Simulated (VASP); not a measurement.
# C (Cmmm) in VASP: notebook, part 2 of 2

VASP 6.6.1. Earlier steps stand in the parts before.

### Step 3. Single point, PBEsol

File INCAR:

```
ALGO = Normal
EDIFF = 1E-7
ENCUT = 520
GGA = PS
ISIF = 2
ISMEAR = 0
LASPH = True
LCHARG = False
LREAL = False
LWAVE = False
NBANDS = 26
NELM = 100
PREC = Accurate
SIGMA = 0.1
```

File KPOINTS:

```
k-points
0
Gamma
  6 6 9
```

File POSCAR:

```
C
1.0
    2.1161388137     -4.3612231631      0.0000000000
    2.1161388137      4.3612231631      0.0000000000
    0.0000000000      0.0000000000      2.5012371758
C
8
Direct
    0.6482551864      0.9815732313      0.0000000000
    0.3517448136      0.0184267687      0.0000000000
    0.0184267687      0.3517448136      0.0000000000
    0.9815732313      0.6482551864      0.0000000000
    0.4045845198      0.2261338168      0.5000000000
    0.5954154802      0.7738661832      0.5000000000
    0.7738661832      0.5954154802      0.5000000000
    0.2261338168      0.4045845198      0.5000000000
```

Potentials or basis: VASP PAW PBE potentials, release 64 (C).

On the command line:

```
$ cat potpaw_PBE.64/C/POTCAR > POTCAR
$ mpirun -np 1 vasp_std > vasp.out
```

OUTCAR:

```text
EDIFF = 1E-7
   ENCUT = 520
   GGA = PS
   ISIF = 2
   ISMEAR = 0
   LASPH = True
   LREAL = False
   NELM = 100
   PREC = Accurate

 ion  position               nearest neighbor table
   1  0.648  0.982  0.000-   6 1.52   6 1.52   2 1.55   3 1.57
   2  0.352  0.018  0.000-   5 1.52   5 1.52   1 1.55   4 1.57
   3  0.018  0.352  0.000-   8 1.52   8 1.52   4 1.55   1 1.57
   4  0.982  0.648  0.000-   7 1.52   7 1.52   3 1.55   2 1.57
   5  0.405  0.226  0.500-   2 1.52   2 1.52   8 1.56   7 1.56
   6  0.595  0.774  0.500-   1 1.52   1 1.52   7 1.56   8 1.56
   7  0.774  0.595  0.500-   4 1.52   4 1.52   6 1.56   5 1.56
   8  0.226  0.405  0.500-   3 1.52   3 1.52   5 1.56   6 1.56

  LATTYP: Found a base centered orthorhombic cell.
 ALAT       =     4.2322776274
 B/A-ratio  =     2.0609343465
 C/A-ratio  =     0.5909908083

  Lattice vectors:

 A1 = (   2.1161388137,  -4.3612231631,   0.0000000000)
 A2 = (   2.1161388137,   4.3612231631,   0.0000000000)
 A3 = (   0.0000000000,   0.0000000000,   2.5012371758)

Analysis of symmetry for initial positions (statically):
[... 183 lines left out ...]
  energy without entropy =      -75.91713351  energy(sigma->0) =      -75.91713351

 E-fermi :  10.0468     XC(G=0): -13.2909

 val. band max:        9.6446511102   @ k =   0.5000   0.5000   0.0000
 cond. band min:      12.7497431569   @ k =   0.5000   0.5000   0.3333
 fundamental gap:      3.1050920466
 Fermi energy:        10.0468266934

 k-point     1 :       0.0000    0.0000    0.0000
  band No.  band energies     occupation
      1     -12.0443      2.00000
      2      -6.7866      2.00000
      3      -5.7523      2.00000
      4      -5.3962      2.00000
      5      -4.8073      2.00000
      6      -2.6820      2.00000
[... 685 lines left out ...]
     25      19.7054      0.00000
     26      20.4712      0.00000

 [... further k-points ...]
[... 5 lines left out ...]
  --------------------------------------------------------------------------------------
  -------------------------------------------------------------------------------------
  Total        0.2965798      0.2761969      0.2973622     -0.0000000      0.0000000      0.0000000
  in kB       10.2923568      9.5849977     10.3195100     -0.0000000      0.0000000      0.0000000
  external PRESSURE =      10.0656215 kB  Pullay stress =       0.0000000 kB

 VOLUME and BASIS-vectors are now :
 -----------------------------------------------------------------------------
  energy-cutoff  :      520.00
  volume of cell :       46.17
      direct lattice vectors                 reciprocal lattice vectors
     2.116138814 -4.361223163  0.000000000     0.236279396 -0.114646736  0.000000000
     2.116138814  4.361223163  0.000000000     0.236279396  0.114646736  0.000000000
     0.000000000  0.000000000  2.501237176     0.000000000  0.000000000  0.399802150

 POSITION                                       TOTAL-FORCE (eV/Angst)
 -----------------------------------------------------------------------------------
      3.44894      1.45367      0.00000         0.011273      0.001050     -0.000000
      0.78333     -1.45367      0.00000        -0.011273     -0.001050      0.000000
      0.78333      1.45367      0.00000        -0.011273      0.001050      0.000000
      3.44894     -1.45367      0.00000         0.011273     -0.001050     -0.000000
      1.33469     -0.77826      1.25062        -0.010957     -0.000703     -0.000000
      2.89759      0.77826      1.25062         0.010957      0.000703      0.000000
      2.89759     -0.77826      1.25062         0.010957     -0.000703      0.000000
      1.33469      0.77826      1.25062        -0.010957      0.000703     -0.000000
 -----------------------------------------------------------------------------------
    total drift:                                0.000000     -0.000000      0.000000

  FREE ENERGIE OF THE ION-ELECTRON SYSTEM (eV)
  ---------------------------------------------------
  free  energy   TOTEN  =       -75.9171335055 eV

  energy  without entropy=      -75.9171335055  energy(sigma->0) =      -75.91713351
```

OSZICAR:

```text
N       E                     dE             d eps       ncg     rms          rms(c)
DAV:   1     0.676675064108E+02    0.67668E+02   -0.16815E+04  3380   0.120E+03
DAV:   2    -0.731762629329E+02   -0.14084E+03   -0.13109E+03  4380   0.233E+02
DAV:   3    -0.786779861482E+02   -0.55017E+01   -0.54535E+01  4616   0.411E+01
DAV:   4    -0.787286129954E+02   -0.50627E-01   -0.50546E-01  4302   0.438E+00
DAV:   5    -0.787294965515E+02   -0.88356E-03   -0.88289E-03  4536   0.534E-01    0.113E+01
DAV:   6    -0.766301235971E+02    0.20994E+01   -0.13865E+00  3814   0.625E+00    0.660E+00
DAV:   7    -0.759152917629E+02    0.71483E+00   -0.15569E+00  3946   0.674E+00    0.144E+00
DAV:   8    -0.759169373812E+02   -0.16456E-02   -0.37387E-02  4372   0.114E+00    0.344E-01
DAV:   9    -0.759170895851E+02   -0.15220E-03   -0.22009E-03  4266   0.299E-01    0.432E-02
DAV:  10    -0.759171201263E+02   -0.30541E-04   -0.15317E-04  4368   0.760E-02    0.203E-02
DAV:  11    -0.759171313503E+02   -0.11224E-04   -0.11516E-05  4258   0.226E-02    0.785E-03
DAV:  12    -0.759171335163E+02   -0.21660E-05   -0.16259E-06  4150   0.874E-03    0.137E-03
DAV:  13    -0.759171335055E+02    0.10765E-07   -0.16025E-07  3688   0.276E-03
   1 F= -.75917134E+02 E0= -.75917134E+02  d E =-.164579E-10
```

stdout:

```text
POSCAR found type information on POSCAR C
 POSCAR found :  1 types and       8 ions
 scaLAPACK will be used
 -----------------------------------------------------------------------------
|                                                                             |
|                                                                             |
|     You enforced a specific xc type in the INCAR file but a different       |
|     I HOPE YOU KNOW WHAT YOU ARE DOING!                                     |
|                                                                             |
 -----------------------------------------------------------------------------

 LDA part: xc-table for (Slater+PW92), standard interpolation
 POSCAR, INCAR and KPOINTS ok, starting setup
 FFT: planning ... GRIDC
 FFT: planning ... GRID_SOFT
 FFT: planning ... GRID
 WAVECAR not read
 entering main loop
```

It took 65 s on 1 thread of Intel Xeon Platinum 8259CL at 2.50GHz (Skylake/Cascade Lake), shared host; peak memory 0.19 GiB.

What came out:

| Property | Result |
| --- | --- |
| Free energy | -75.9171 eV |
| Pressure | 1.0 GPa |
| Largest force | 0.011 eV/Å |
| Band gap on the k mesh | 3.10 eV, indirect (least direct gap 4.84 eV) |

Forces in eV/Å, atoms in the order of the input:
```
C    0.011  0.001  0.000
C   -0.011 -0.001  0.000
C   -0.011  0.001  0.000
C    0.011 -0.001  0.000
C   -0.011 -0.001  0.000
C    0.011  0.001  0.000
C    0.011 -0.001  0.000
C   -0.011  0.001  0.000
```

Caveat: the PAW data sets were made with another functional, which shifts forces and pressure a little. A k mesh can miss the band edges.
